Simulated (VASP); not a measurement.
# Rh (P6_3/mmc) in VASP: a series of runs

Rh is run at these levels: r2SCAN; tasks: single point.

Everything below comes from runs of VASP 6.6.1. Logs are shortened: lines on timing, memory, paths and dates and some standing lists are left out, and cuts for length are marked.

### 1 The cell of the first run

The structure is hexagonal, space group P6_3/mmc (No. 194). The conventional cell has a = 2.639 Å, b = 2.639 Å, c = 4.294 Å, α = 90.00°, β = 90.00°, γ = 120.00°. Rh (site symmetry -6m2) has 12 Rh at 2.63 to 2.64 Å within 3.5 Å.

### 2 Single point, r2SCAN

POSCAR

```
Rh
1.0
    2.6389842601      0.0000000000      0.0000000000
   -1.3194921300      2.2854274094      0.0000000000
    0.0000000000      0.0000000000      4.2944041197
Rh
2
Direct
    0.3333333333      0.6666666667      0.2500000000
    0.6666666667      0.3333333333      0.7500000000
```

INCAR.step1

```
  PREC = Accurate
  ENCUT = 520
  ISMEAR = 0
  SIGMA = 0.1
  LREAL = F
  LASPH = T
  NELM = 60
  NBANDS = 22
  GGA = PE
  ALGO = Normal
  EDIFF = 1E-4
  LWAVE = T
  LCHARG = F
```

INCAR.step2

```
  PREC = Accurate
  ENCUT = 520
  EDIFF = 1E-7
  ISMEAR = 0
  SIGMA = 0.1
  LREAL = F
  LASPH = T
  NELM = 60
  ALGO = Normal
  ISIF = 2
  LWAVE = F
  LCHARG = F
  METAGGA = R2SCAN
  LMIXTAU = T
  NBANDS = 22
  ISTART = 1
```

KPOINTS

```
Automatic mesh
0
Gamma
  10 10 5
```

Potentials or basis: VASP PAW PBE potentials, release 64 (Rh_pv).

Run with:

```
$ cat potpaw_PBE.64/Rh_pv/POTCAR > POTCAR
$ cp INCAR.step1 INCAR
$ mpirun -np 1 vasp_std > vasp.out
$ cp INCAR.step2 INCAR
$ mpirun -np 1 vasp_std > vasp.out
```

OUTCAR:

```text
PREC = Accurate
   ENCUT = 520
   EDIFF = 1E-7
   ISMEAR = 0
   LREAL = F
   LASPH = T
   NELM = 60
   ISIF = 2
   METAGGA = R2SCAN
   ISTART = 1

 ion  position               nearest neighbor table
   1  0.333  0.667  0.250-   2 2.63   2 2.63   2 2.63   2 2.63   2 2.63   2 2.63
   2  0.667  0.333  0.750-   1 2.63   1 2.63   1 2.63   1 2.63   1 2.63   1 2.63

  LATTYP: Found a hexagonal cell.
 ALAT       =     2.6389842601
 C/A-ratio  =     1.6272943286

  Lattice vectors:

 A1 = (   2.6389842601,   0.0000000000,   0.0000000000)
 A2 = (  -1.3194921300,   2.2854274094,   0.0000000000)
 A3 = (   0.0000000000,   0.0000000000,   4.2944041197)

Analysis of symmetry for initial positions (statically):
=====================================================================
 Subroutine PRICEL returns:
 Original cell was already a primitive cell.

 Routine SETGRP: Setting up the symmetry group for a
 hexagonal supercell.

 Subroutine GETGRP returns: Found 24 space group operations
 (whereof 12 operations were pure point group operations)
 out of a pool of 24 trial point group operations.

The static configuration has the point symmetry D_3d.
 The point group associated with its full space group is D_6h.

Analysis of symmetry for dynamics (positions and initial velocities):
=====================================================================
 Subroutine PRICEL returns:
 Original cell was already a primitive cell.

 Routine SETGRP: Setting up the symmetry group for a
 hexagonal supercell.

 Subroutine GETGRP returns: Found 24 space group operations
 (whereof 12 operations were pure point group operations)
 out of a pool of 24 trial point group operations.

The dynamic configuration has the point symmetry D_3d.
 The point group associated with its full space group is D_6h.

 Subroutine INISYM returns: Found 24 space group operations
 (whereof 12 operations are pure point group operations),
 and found     1 'primitive' translations

----------------------------------------------------------------------------------------

                                     Primitive cell

  volume of cell :      25.9004

  direct lattice vectors                    reciprocal lattice vectors
[... 75 lines left out ...]
   NGX,Y,Z   is equivalent  to a cutoff of  12.60, 12.60, 12.39 a.u.
   NGXF,Y,Z  is equivalent  to a cutoff of  25.20, 25.20, 24.78 a.u.
 SYSTEM =  unknown system
   PREC   = accura    normal or accurate (medium, high low for compatibility)
   ISTART =      1    job   : 0-new  1-cont  2-samecut
   ICHARG =      0    charge: 1-file 2-atom 10-const
   ISPIN  =      1    spin polarized calculation?
   LNONCOLLINEAR =      F non collinear calculations
   LSORBIT =      F    spin-orbit coupling
   LASPH  =      T    aspherical Exc in radial PAW
   ENCUT  =  520.0 eV  38.22 Ry    6.18 a.u.   4.91  4.91  7.98*2*pi/ulx,y,z
   NELM   =     60;   NELMIN=  2; NELMDL=  0     # of ELM steps
   EDIFF  = 0.1E-06   stopping-criterion for ELM
   LREAL  =      F    real-space projection
   EDIFFG = 0.1E-05   stopping-criterion for IOM
   NSW    =      0    number of steps for IOM
   IBRION =     -1    ionic relax: 0-MD 1-quasi-New 2-CG
   NFREE  =      0    steps in history (QN), initial steepest desc. (CG)
   ISIF   =      2    stress and relaxation
   ISYM   =      2    0-nonsym 1-usesym 2-fastsym
   POTIM  = 0.5000    time-step for ionic-motion
   TEBEG  =    0.0;   TEEND  =   0.0 temperature during run
   PSTRESS=    0.0 pullay stress
   NELECT =      30.0000    total number of electrons
   NUPDOWN=      -1.0000    fix difference up-down
   EMIN   =  10.00;   EMAX   =-10.00  energy-range for DOS
   EFERMI =   0.00;   METHOD = LEGACY
   ISMEAR =     0;   SIGMA  =   0.10  broadening in eV -4-tet -1-fermi 0-gaus
   EFERMI_NEDOS =   21; number of points for ismear=-14 and -15
   IALGO  =     38    algorithm
   IMIX   =      4    mixing-type and parameters
     AMIX     =   0.40;   BMIX     =  1.00
     AMIX_MAG =   1.60;   BMIX_MAG =  1.00
  volume/ion in A,a.u.               =      12.95        87.39
  Fermi-wavevector in a.u.,A,eV,Ry     =   1.719278  3.248965 40.217708  2.955918
  Thomas-Fermi vector in A             =   2.795935
   LORBIT       =      0    0 simple, 1 ext, 2 COOP (PROOUT), +10 PAW based schemes
   METAGGA = R2SCAN    functional components
   LHFCALC =     F    Hartree Fock is set to
   AEXX    =    0.0000 exact exchange contribution
   IVDW    =     0    specifies the selected vdW correction
   LEPSILON=     F    determine dielectric tensor
   LRPA    =     F    only Hartree local field effects (RPA)
 non-spin polarized calculation
 Gauss-broadening in eV      SIGMA  =   0.10
  energy-cutoff  :      520.00
  volume of cell :       25.90
 maximum number of plane-waves:       714
 NGX is ok and might be reduce to    20
   NGX =  9   NGY =  9   NGZ = 15

 number of electron      29.9999996 magnetization

 Free energy of the ion-electron system (eV)
  ---------------------------------------------------
  ext. energy  EPLUGINS =         0.00000000
  ---------------------------------------------------
  free energy    TOTEN  =       -48.07133807 eV

  energy without entropy =      -48.05980240  energy(sigma->0) =      -48.06557023

 E-fermi :  12.9900     XC(G=0): -15.6579

 val. band max:       12.9686753137   @ k =   0.3000   0.1000   0.4000
 cond. band min:      13.0241716644   @ k =   0.5000   0.0000   0.2000
 fundamental gap:      0.0554963507
 Fermi energy:        12.9899656386

 k-point     1 :       0.0000    0.0000    0.0000
  band No.  band energies     occupation
      1     -35.9734      2.00000
      2     -35.1373      2.00000
      3     -35.1373      2.00000
      4     -35.0027      2.00000
      5     -35.0027      2.00000
      6     -34.9993      2.00000
[... 589 lines left out ...]
     21      27.0424      0.00000
     22      28.8019      0.00000

 [... further k-points ...]
[... 5 lines left out ...]
  --------------------------------------------------------------------------------------
  -------------------------------------------------------------------------------------
  Total        3.4950597      3.4950597      3.5001792      0.0000000     -0.0000000      0.0000000
  in kB      216.2011685    216.2011685    216.5178565      0.0000000     -0.0000000      0.0000000
  external PRESSURE =     216.3067312 kB  Pullay stress =       0.0000000 kB

 VOLUME and BASIS-vectors are now :
 -----------------------------------------------------------------------------
  energy-cutoff  :      520.00
  volume of cell :       25.90
      direct lattice vectors                 reciprocal lattice vectors
     2.638984260  0.000000000  0.000000000     0.378933674  0.218777458  0.000000000
    -1.319492130  2.285427409  0.000000000     0.000000000  0.437554917  0.000000000
     0.000000000  0.000000000  4.294404120     0.000000000  0.000000000  0.232861178

 POSITION                                       TOTAL-FORCE (eV/Angst)
 -----------------------------------------------------------------------------------
     -0.00000      1.52362      1.07360        -0.000000      0.000000      0.000000
      1.31949      0.76181      3.22080         0.000000     -0.000000      0.000000
 -----------------------------------------------------------------------------------
    total drift:                                0.000000     -0.000000      0.000000

  FREE ENERGIE OF THE ION-ELECTRON SYSTEM (eV)
  ---------------------------------------------------
  free  energy   TOTEN  =       -48.0713380672 eV

  energy  without entropy=      -48.0598023954  energy(sigma->0) =      -48.06557023
```

OUTCAR.step1:

```text
PREC = Accurate
   ENCUT = 520
   ISMEAR = 0
   LREAL = F
   LASPH = T
[... 824 lines left out ...]
 -----------------------------------------------------------------------------------
     -0.00000      1.52362      1.07360        -0.000000      0.000000      0.000000
      1.31949      0.76181      3.22080         0.000000     -0.000000      0.000000
 -----------------------------------------------------------------------------------
    total drift:                                0.000000     -0.000000      0.000000

  FREE ENERGIE OF THE ION-ELECTRON SYSTEM (eV)
  ---------------------------------------------------
  free  energy   TOTEN  =       -14.2608437053 eV

  energy  without entropy=      -14.2482147579  energy(sigma->0) =      -14.25452923
```

OSZICAR.step1:

```text
N       E                     dE             d eps       ncg     rms          rms(c)
DAV:   1     0.330539305389E+03    0.33054E+03   -0.18937E+04  1848   0.160E+03
DAV:   2    -0.798475434535E+01   -0.33852E+03   -0.32617E+03  1938   0.482E+02
DAV:   3    -0.151475548222E+02   -0.71628E+01   -0.71266E+01  2112   0.795E+01
DAV:   4    -0.151947593608E+02   -0.47205E-01   -0.47201E-01  2034   0.644E+00
DAV:   5    -0.151955266070E+02   -0.76725E-03   -0.76724E-03  2202   0.847E-01    0.171E+01
DAV:   6    -0.143114348113E+02    0.88409E+00   -0.18557E+00  2022   0.149E+01    0.652E+00
DAV:   7    -0.142674569568E+02    0.43978E-01   -0.73416E-02  2166   0.263E+00    0.252E+00
DAV:   8    -0.142612829425E+02    0.61740E-02   -0.11637E-02  1956   0.124E+00    0.456E-01
DAV:   9    -0.142608373960E+02    0.44555E-03   -0.35970E-04  2040   0.225E-01    0.223E-02
DAV:  10    -0.142608437053E+02   -0.63093E-05   -0.72424E-06  1098   0.284E-02
   1 F= -.14260844E+02 E0= -.14254529E+02  d E =-.126289E-01
```

Wall time 1.7 min (1 thread of Intel Xeon 6975P-C, shared host); peak memory 0.15 GiB.

What came out:

```
Free energy            : -48.0713 eV
Pressure               : 21.6 GPa
Band gap on the k mesh : zero (band 15 reaches 13.68 eV, above the bottom of band 16 at 11.08 eV)
```

Caveat: the PAW data sets were made with another functional, which shifts forces and pressure a little.

### 3 Single point, r2SCAN

This run uses another cell than the first one, of 13.77 Å³/atom, 1.063 times its volume.

POSCAR

```
Rh
1.0
    2.6940639002      0.0000000000      0.0000000000
   -1.3470319501      2.3331277770      0.0000000000
    0.0000000000      0.0000000000      4.3804558318
Rh
2
Direct
    0.3333333333      0.6666666667      0.2500000000
    0.6666666667      0.3333333333      0.7500000000
```

INCAR.step1

```
PREC = Accurate ; ENCUT = 520
ISMEAR = 0 ; SIGMA = 0.1
LREAL = F ; LASPH = T
NELM = 60 ; NBANDS = 22
GGA = PE ; ALGO = Normal
EDIFF = 1E-4 ; LWAVE = T
LCHARG = F
```

INCAR.step2

```
PREC = Accurate ; ENCUT = 520
EDIFF = 1E-6 ; ISMEAR = 0
SIGMA = 0.1 ; LREAL = F
LASPH = T ; NELM = 60
ALGO = Normal ; ISIF = 2
LWAVE = F ; LCHARG = F
METAGGA = R2SCAN ; LMIXTAU = T
NBANDS = 22 ; ISTART = 1
```

KPOINTS is that of step 2.

Potentials or basis: VASP PAW PBE potentials, release 64 (Rh_pv).

Run with:

```
$ cat potpaw_PBE.64/Rh_pv/POTCAR > POTCAR
$ cp INCAR.step1 INCAR
$ mpirun -np 1 vasp_std > vasp.out
$ cp INCAR.step2 INCAR
$ mpirun -np 1 vasp_std > vasp.out
```

It took 93 s on 1 thread of Intel Xeon 6975P-C, shared host; peak memory 0.15 GiB.

It converged, with:

```yaml
Free_energy: -48.1825 eV
Pressure: 1.2 GPa
Band_gap_on_the_k_mesh: zero (band 15 reaches 12.43 eV, above the bottom of band 16 at 10.08 eV)
```

Levels at points of the mesh, in eV from the Fermi level:
```
           k point  band 13  band 14  band 15  band 16  band 17  band 18
(0.00, 0.00, 0.00)    -2.63    -1.96    -1.96     0.13     0.13     0.82
(0.50, 0.00, 0.00)    -2.16     0.45     0.62     0.76     3.21     5.43
```

Caveat: the PAW data sets were made with another functional, which shifts forces and pressure a little.
